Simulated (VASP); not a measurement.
A run of VASP 6.6.1 is set up as follows.

The input INCAR:

```
PREC     = Accurate       # precision mode
ENCUT    = 500            # plane-wave cutoff, eV
EDIFF    = 1E-7           # SCF threshold, eV
ISMEAR   = 0              # smearing method
SIGMA    = 0.02           # smearing width, eV
LREAL    = False          # projectors in reciprocal space
LASPH    = True           # aspherical terms in the spheres
NELM     = 120            # most SCF steps
ALGO     = Normal         # electronic algorithm
ISIF     = 3              # what is computed and relaxed
LWAVE    = False          # write WAVECAR
LCHARG   = False          # write CHGCAR
GGA      = PS             # functional
IBRION   = 2              # ionic algorithm
NSW      = 70             # ionic steps
EDIFFG   = -0.005         # ionic threshold
GGA_COMPAT= False        
NELMIN   = 4
```

Contents of KPOINTS:

```
Automatic mesh
0
Gamma
  8 8 8
```

Contents of POSCAR:

```
AlAs
1.0
    0.0000000000      2.8638066104      2.8638066104
    2.8638066104      0.0000000000      2.8638066104
    2.8638066104      2.8638066104      0.0000000000
Al As
1 1
Direct
    0.0000000000      0.0000000000      0.0000000000
    0.2500000000      0.2500000000      0.2500000000
```

Potentials or basis: VASP PAW PBE potentials, release 64 (Al, As).

Run with:

```bash
$ cat potpaw_PBE.64/Al/POTCAR potpaw_PBE.64/As/POTCAR > POTCAR
$ mpirun -np 1 vasp_std > vasp.out
```

Question: Estimate the relaxed volume.

Answer: 22.93 Å³/atom.

Question: What does it give for the space group after relaxing (to 0.1 Å)?

Answer: F-43m (No. 216).

Final structure:
```yaml
crystal:
  lattice:
    - [0.00000, 2.84085, 2.84085]
    - [2.84085, 0.00000, 2.84085]
    - [2.84085, 2.84085, 0.00000]
  atoms:
    - { symbol: Al, position: [0.00000, 0.00000, 0.00000] }
    - { symbol: As, position: [0.25000, 0.25000, 0.25000] }
```

Caveat: the PAW data sets were made with another functional, which shifts forces and pressure a little.
